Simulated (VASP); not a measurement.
# S (Im-3m) in VASP: notebook

Runs on S. Level: PBEsol. Tasks: relaxation of cell and atoms.

Program: VASP 6.6.1. These are calculated values, not measurements. Logs are shortened: lines on timing, memory, paths and dates and some standing lists are left out, and cuts for length are marked.

### Step 1. The cell of the first run

The structure is cubic, space group Im-3m (No. 229). The conventional cell has a = 3.330 Å, b = 3.330 Å, c = 3.330 Å, α = 90.00°, β = 90.00°, γ = 90.00°. S (site symmetry m-3m) has 14 S at 2.88 to 3.33 Å within 3.8 Å.

### Step 2. Relaxation of cell and atoms, PBEsol

Contents of INCAR:

```
  ALGO = Normal
  EDIFF = 1E-6
  EDIFFG = -0.02
  ENCUT = 600
  GGA = PS
  IBRION = 2
  ISIF = 3
  ISMEAR = 1
  LASPH = True
  LCHARG = False
  LREAL = False
  LWAVE = False
  NELM = 100
  NSW = 60
  PREC = Accurate
  SIGMA = 0.02
```

Contents of KPOINTS:

```
k-points
0
Gamma
  7 7 7
```

Contents of POSCAR:

```
S
1.0
    1.6650000000      1.6650000000      1.6650000000
   -1.6650000000      1.6650000000      1.6650000000
   -1.6650000000     -1.6650000000      1.6650000000
S
1
Direct
    0.0000000000      0.0000000000      0.0000000000
```

Potentials or basis: VASP PAW PBE potentials, release 64 (S).

Run with:

```
> cat potpaw_PBE.64/S/POTCAR > POTCAR
> mpirun -np 1 vasp_std > vasp.out
```

OUTCAR:

```text
EDIFF = 1E-6
   EDIFFG = -0.02
   ENCUT = 600
   GGA = PS
   IBRION = 2
   ISIF = 3
   ISMEAR = 1
   LASPH = True
   LREAL = False
   NELM = 100
   NSW = 60
   PREC = Accurate

 ion  position               nearest neighbor table
   1  0.000  0.000  0.000-

  LATTYP: Found a body centered cubic cell.
 ALAT       =     3.3300000000

  Lattice vectors:

 A1 = (   1.6650000000,  -1.6650000000,  -1.6650000000)
 A2 = (   1.6650000000,   1.6650000000,   1.6650000000)
 A3 = (  -1.6650000000,  -1.6650000000,   1.6650000000)

Analysis of symmetry for initial positions (statically):
=====================================================================
 Subroutine PRICEL returns:
 Original cell was already a primitive cell.

 Routine SETGRP: Setting up the symmetry group for a
 body centered cubic supercell.

 Subroutine GETGRP returns: Found 48 space group operations
 (whereof 48 operations were pure point group operations)
 out of a pool of 48 trial point group operations.

The static configuration has the point symmetry O_h .

Analysis of symmetry for dynamics (positions and initial velocities):
=====================================================================
 Subroutine PRICEL returns:
 Original cell was already a primitive cell.

 Routine SETGRP: Setting up the symmetry group for a
 body centered cubic supercell.

 Subroutine GETGRP returns: Found 48 space group operations
 (whereof 48 operations were pure point group operations)
 out of a pool of 48 trial point group operations.

The dynamic configuration has the point symmetry O_h .

 Subroutine INISYM returns: Found 48 space group operations
 (whereof 48 operations are pure point group operations),
 and found     1 'primitive' translations

----------------------------------------------------------------------------------------

                                     Primitive cell

  volume of cell :      18.4630

  direct lattice vectors                    reciprocal lattice vectors
     1.665000000  1.665000000  1.665000000     0.300300300  0.000000000  0.300300300
    -1.665000000  1.665000000  1.665000000    -0.300300300  0.300300300  0.000000000
    -1.665000000 -1.665000000  1.665000000     0.000000000 -0.300300300  0.300300300

  length of vectors
     2.883864595  2.883864595  2.883864595     0.424688757  0.424688757  0.424688757

  position of ions in fractional coordinates (direct lattice)
     0.000000000  0.000000000  0.000000000

  ion indices of the primitive-cell ions
   primitive index   ion index
                 1           1

----------------------------------------------------------------------------------------

 KPOINTS: k-points

Automatic generation of k-mesh.
 Grid dimensions read from file:
 generate k-points for:    7    7    7

 Generating k-lattice:

  Cartesian coordinates                     Fractional coordinates (reciprocal lattice)
     0.042900043  0.000000000  0.042900043     0.142857143  0.000000000  0.000000000
    -0.042900043  0.042900043  0.000000000     0.000000000  0.142857143  0.000000000
     0.000000000 -0.042900043  0.042900043     0.000000000  0.000000000  0.142857143

  Length of vectors
     0.060669822  0.060669822  0.060669822

  Shift w.r.t. Gamma in fractional coordinates (k-lattice)
     0.000000000  0.000000000  0.000000000

 Subroutine IBZKPT returns following result:
 ===========================================

 Found     20 irreducible k-points:

 Following reciprocal coordinates:
            Coordinates               Weight
  0.000000  0.000000  0.000000      1.000000
  0.142857  0.000000  0.000000     12.000000
  0.285714  0.000000  0.000000     12.000000
  0.428571  0.000000  0.000000     12.000000
  0.285714  0.142857 -0.000000     24.000000
  0.428571  0.142857  0.000000     48.000000
[... 12 lines left out ...]
 -0.428571  0.428571  0.285714      8.000000
  0.428571  0.428571  0.428571      6.000000
   k-points           NKPTS =     20   k-points in BZ     NKDIM =     20   number of bands    NBANDS=      7
   number of dos      NEDOS =    301   number of ions     NIONS =      1
   total plane-waves  NPLWV =  13824
   dimension x,y,z NGX =    24 NGY =   24 NGZ =   24
   dimension x,y,z NGXF=    48 NGYF=   48 NGZF=   48
   ions per type =               1
   NGX,Y,Z   is equivalent  to a cutoff of  13.84, 13.84, 13.84 a.u.
   NGXF,Y,Z  is equivalent  to a cutoff of  27.67, 27.67, 27.67 a.u.
 SYSTEM =  unknown system
   PREC   = accura    normal or accurate (medium, high low for compatibility)
   ISTART =      0    job   : 0-new  1-cont  2-samecut
   ICHARG =      2    charge: 1-file 2-atom 10-const
   ISPIN  =      1    spin polarized calculation?
   LNONCOLLINEAR =      F non collinear calculations
   LSORBIT =      F    spin-orbit coupling
   LASPH  =      T    aspherical Exc in radial PAW
   ENCUT  =  600.0 eV  44.10 Ry    6.64 a.u.   5.76  5.76  5.76*2*pi/ulx,y,z
   NELM   =    100;   NELMIN=  2; NELMDL= -5     # of ELM steps
   EDIFF  = 0.1E-05   stopping-criterion for ELM
   LREAL  =      F    real-space projection
   EDIFFG = -.2E-01   stopping-criterion for IOM
   NSW    =     60    number of steps for IOM
   IBRION =      2    ionic relax: 0-MD 1-quasi-New 2-CG
   NFREE  =      1    steps in history (QN), initial steepest desc. (CG)
   ISIF   =      3    stress and relaxation
   ISYM   =      2    0-nonsym 1-usesym 2-fastsym
   POTIM  = 0.5000    time-step for ionic-motion
   TEBEG  =    0.0;   TEEND  =   0.0 temperature during run
   PSTRESS=    0.0 pullay stress
   NELECT =       6.0000    total number of electrons
   NUPDOWN=      -1.0000    fix difference up-down
   EMIN   =  10.00;   EMAX   =-10.00  energy-range for DOS
   EFERMI =   0.00;   METHOD = LEGACY
   ISMEAR =     1;   SIGMA  =   0.02  broadening in eV -4-tet -1-fermi 0-gaus
   EFERMI_NEDOS =   21; number of points for ismear=-14 and -15
   IALGO  =     38    algorithm
   IMIX   =      4    mixing-type and parameters
     AMIX     =   0.40;   BMIX     =  1.00
     AMIX_MAG =   1.60;   BMIX_MAG =  1.00
  volume/ion in A,a.u.               =      18.46       124.59
  Fermi-wavevector in a.u.,A,eV,Ry     =   1.125532  2.126946 17.236150  1.266821
  Thomas-Fermi vector in A             =   2.262209
   LORBIT       =      0    0 simple, 1 ext, 2 COOP (PROOUT), +10 PAW based schemes
   GGA     = PS    functional components
   LHFCALC =     F    Hartree Fock is set to
   AEXX    =    0.0000 exact exchange contribution
   IVDW    =     0    specifies the selected vdW correction
   LEPSILON=     F    determine dielectric tensor
   LRPA    =     F    only Hartree local field effects (RPA)
 conjugate gradient relaxation of ions
 non-spin polarized calculation
 Methfessel and Paxton  Order N= 1 SIGMA  =   0.02
  energy-cutoff  :      600.00
  volume of cell :       18.46
 maximum number of plane-waves:       631
   NGX = 11   NGY = 11   NGZ = 11

--------------------------------------- Ionic step        1  -------------------------------------------

 number of electron       6.0000001 magnetization

 Free energy of the ion-electron system (eV)
  ---------------------------------------------------
  ext. energy  EPLUGINS =         0.00000000
  ---------------------------------------------------
  free energy    TOTEN  =        -3.35490593 eV

  energy without entropy =       -3.35480631  energy(sigma->0) =       -3.35487272

------------------------ aborting loop because EDIFF is reached ----------------------------------------

  FORCE on cell =-STRESS in cart. coord.  units (eV):
  Direction    XX          YY          ZZ          XY          YZ          ZX
  --------------------------------------------------------------------------------------
  -------------------------------------------------------------------------------------
  Total       -1.7912933     -1.7912933     -1.7912933      0.0000000      0.0000000      0.0000000
  in kB     -155.4442200   -155.4442200   -155.4442200      0.0000000      0.0000000      0.0000000
  external PRESSURE =    -155.4442200 kB  Pullay stress =       0.0000000 kB

 VOLUME and BASIS-vectors are now :
 -----------------------------------------------------------------------------
  energy-cutoff  :      600.00
  volume of cell :       18.46
      direct lattice vectors                 reciprocal lattice vectors
     1.665000000  1.665000000  1.665000000     0.300300300  0.000000000  0.300300300
    -1.665000000  1.665000000  1.665000000    -0.300300300  0.300300300  0.000000000
    -1.665000000 -1.665000000  1.665000000     0.000000000 -0.300300300  0.300300300
[... 36 lines left out ...]
 POSITION                                       TOTAL-FORCE (eV/Angst)
 -----------------------------------------------------------------------------------
     -0.00000      3.04223      3.04223        -0.000000      0.000000     -0.000000
 -----------------------------------------------------------------------------------
    total drift:                                0.000000     -0.000000     -0.000000

  FREE ENERGIE OF THE ION-ELECTRON SYSTEM (eV)
  ---------------------------------------------------
  free  energy   TOTEN  =        -3.5935735356 eV

  energy  without entropy=       -3.5934726087  energy(sigma->0) =       -3.59353989

--------------------------------------- Ionic step        3  -------------------------------------------

 number of electron       6.0000000 magnetization

 Free energy of the ion-electron system (eV)
  ---------------------------------------------------
  ext. energy  EPLUGINS =         0.00000000
  ---------------------------------------------------
  free energy    TOTEN  =        -3.59739335 eV

  energy without entropy =       -3.59729243  energy(sigma->0) =       -3.59735971

 E-fermi :   9.1113     XC(G=0): -11.7282

 val. band max:        8.8747780705   @ k =   0.2857   0.1429   0.1429
 cond. band min:       9.1200800539   @ k =   0.4286   0.0000   0.0000
 fundamental gap:      0.2453019834
 Fermi energy:         9.1113475166

 k-point     1 :       0.0000    0.0000    0.0000
  band No.  band energies     occupation
      1      -8.9095      2.00000
      2      12.5234      0.00000
      3      12.5234      0.00000
      4      12.5234      0.00000
      5      21.2639      0.00000
      6      21.2639      0.00000
      7      21.2639      0.00000

 k-point     2 :       0.1429    0.0000    0.0000
  band No.  band energies     occupation
      1      -8.3498      2.00000
      2      10.0912      0.00000
      3      11.5353      0.00000
      4      12.3337      0.00000
      5      20.0084      0.00000
      6      20.4115      0.00000
      7      23.3119      0.00000
[... 200 lines left out ...]
 POSITION                                       TOTAL-FORCE (eV/Angst)
 -----------------------------------------------------------------------------------
     -0.00000     -0.00000      0.00000        -0.000000     -0.000000      0.000000
 -----------------------------------------------------------------------------------
    total drift:                               -0.000000     -0.000000      0.000000

  FREE ENERGIE OF THE ION-ELECTRON SYSTEM (eV)
  ---------------------------------------------------
  free  energy   TOTEN  =        -3.5973933526 eV

  energy  without entropy=       -3.5972924257  energy(sigma->0) =       -3.59735971

 reached required accuracy - stopping structural energy minimisation
```

Wall time 4.8 s (1 thread of Intel Xeon 6975P-C, shared host); peak memory 0.13 GiB.

Results:

```yaml
Free_energy: -3.5974 eV
Relaxed_volume: 14.46 Å³/atom
Relaxed_cell: a = 2.658 Å, b = 2.658 Å, c = 2.658 Å, α = 70.53°, β = 109.47°, γ = 70.53°
Space_group_after_relaxing_to_0.05_Å: Im-3m (No. 229)
Energy_gained_by_relaxing: 242.5 meV/atom
Ionic_steps: 3
Pressure_after_relaxing: 0.1 GPa
Band_gap_on_the_k_mesh: zero (band 3 reaches 12.52 eV, above the bottom of band 4 at 5.25 eV)
```

The path:
```tsv
step	energy change (eV)	largest force (eV/Å)	pressure (GPa)	volume (Å³)
1	0.0000	0.0000	-15.54	18.46
2	-0.2387	0.0000	3.22	14.08
3	-0.2425	0.0000	0.06	14.46
```

Final structure:
```xyz
1
Lattice="1.5348 1.5348 1.5348 -1.5348 1.5348 1.5348 -1.5348 -1.5348 1.5348" Properties=species:S:1:pos:R:3 pbc="T T T"
S     0.0000    0.0000    0.0000
```

Levels at points of the mesh, in eV from the Fermi level:
```csv
k point,band 1,band 2,band 3,band 4,band 5,band 6
"(0.00, 0.00, 0.00)",-18.02,3.41,3.41,3.41,12.15,12.15
```

Caveat: the k points lie up to 0.41 Å⁻¹ apart in the final cell; the volume moved by over 15 % at a fixed basis, so the end points are rough; the PAW data sets were made with another functional, which shifts forces and pressure a little.

[end of part 1 of 2]
